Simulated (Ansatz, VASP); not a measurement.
**W: VASP beside Ansatz**

POSCAR

```
W
1.0
   -1.6081756200      1.6081756200      1.6081756200
    1.6081756200     -1.6081756200      1.6081756200
    1.6081756200      1.6081756200     -1.6081756200
W
1
Direct
    0.0000000000      0.0000000000      0.0000000000
```

INCAR.step1

```
PREC = Accurate
ENCUT = 520
ISMEAR = -1
SIGMA = 0.1
LREAL = F
LASPH = T
NELM = 150
LMAXMIX = 4
LDAU = T
LDAUTYPE = 2
LDAUL = 2
LDAUU = 3
LDAUJ = 0
NBANDS = 13
GGA = PE
ALGO = Normal
EDIFF = 1E-4
LWAVE = T
LCHARG = F
```

INCAR.step2

```
PREC = Accurate
ENCUT = 520
EDIFF = 1E-7
ISMEAR = -1
SIGMA = 0.1
LREAL = F
LASPH = T
NELM = 150
ALGO = Normal
ISIF = 2
LWAVE = F
LCHARG = F
LMAXMIX = 4
LDAU = T
LDAUTYPE = 2
LDAUL = 2
LDAUU = 3
LDAUJ = 0
LDAUPRINT = 1
METAGGA = R2SCAN
LMIXTAU = T
NBANDS = 13
ISTART = 1
```

File KPOINTS:

```
Automatic mesh
0
Gamma
  8 8 8
```

Input for Ansatz:

```yaml
crystal:
  lattice:
    - [-1.60817562, 1.60817562, 1.60817562]
    - [1.60817562, -1.60817562, 1.60817562]
    - [1.60817562, 1.60817562, -1.60817562]
  atoms:
    - { symbol: W, position: [0.0, 0.0, 0.0] }
  symmetry: { tolerance: 0.0003 }
kpoints:
  mp_grid: { grid: [8, 8, 8], shift: [0, 0, 0] }
magnetization:
  spin_polarized: false
scf:
  occupations: { method: fermi_dirac }
hamiltonian:
  pseudopotentials: { kind: paw }
  xc: r2scan
  hubbard: { sites: [{ species: W, l: d, u_eff: 3.0 }], double_counting: fll }
basis:
  ecutwfc: 500
output:
  forces: true
  stress: true
  eigenvalues: true
```

Alike in both runs: task single point; functional r2SCAN; k mesh 8 × 8 × 8; no spin polarisation; Hubbard terms W d U = 3.0 eV.

```csv
,VASP,Ansatz
version,VASP 6.6.1,Ansatz 0.2.0
potentials or method,"VASP PAW PBE potentials, release 64 (W_sv), cutoff 520 eV",PAW plane waves
occupations,"fermi-dirac, width 0.1 eV",fermi-dirac
valence electrons in the cell,14,14
```

Ansatz gave:

```
gap on the k mesh at the Fermi level (eV) : none
pressure (GPa)                            : -9.9
```

Q: Which values does VASP return?

A: gap on the k mesh at the Fermi level (eV): none; pressure (GPa): -3.9.

VASP's potentials were made for PBE, not for r2SCAN. The programs project onto different local orbitals, so the same U acts differently, and such runs can settle in different states. A gap of «none» marks a metal or a gap that the smearing closes. Ansatz's warnings: filled band counts differ across k points.

Spin-orbit coupling is off throughout.
